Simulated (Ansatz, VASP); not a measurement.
WSe2: VASP beside Ansatz

```
W Se
1.0
     3.31920    0.00683   -0.03220
    -1.65368    2.84978    0.03985
    -0.30081    0.25622   31.14357
W Se
3 6
Direct
  0.64707 0.32976 0.00049
  0.30714 0.65996 0.75402
  0.32732 0.67942 0.24466
  0.35160 0.67887 0.05462
  0.68731 0.34984 0.81074
  0.68699 0.33680 0.29847
  0.33454 0.67331 0.94233
  0.67355 0.31139 0.69988
  0.65116 0.31398 0.19480
```

Change from the starting cell: all atoms moved at random (sigma 0.06 Å a component), cell strained at random (sigma 0.01).

Alike in both runs: task single point; functional PBE; k mesh 12 × 12 × 1; occupations gaussian, width 0.05 eV; no spin polarisation.

|  | VASP | Ansatz |
| --- | --- | --- |
| version | VASP 6.6.1 | Ansatz 0.2.0 |
| potentials or method | VASP PAW PBE potentials, release 64 (W_sv, Se), cutoff 520 eV | scalar-relativistic, plane waves, PAW |
| valence electrons in the cell | 78 | 138 |

```csv
,VASP,Ansatz,Ansatz less VASP
gap on the k mesh at the Fermi level (eV),1.19,1.20,+0.007
least direct gap on the mesh (eV),1.19,1.20,+0.007
rms of the force components (eV/Å),1.153,1.146,-0.0068
```

Atom by atom the forces differ by 0.022 eV/Å (rms over components). VASP's potentials hold 78 valence electrons a cell and Ansatz's 138, so a difference there can come from the potentials and not from the codes.

Neither program's run includes spin-orbit coupling.
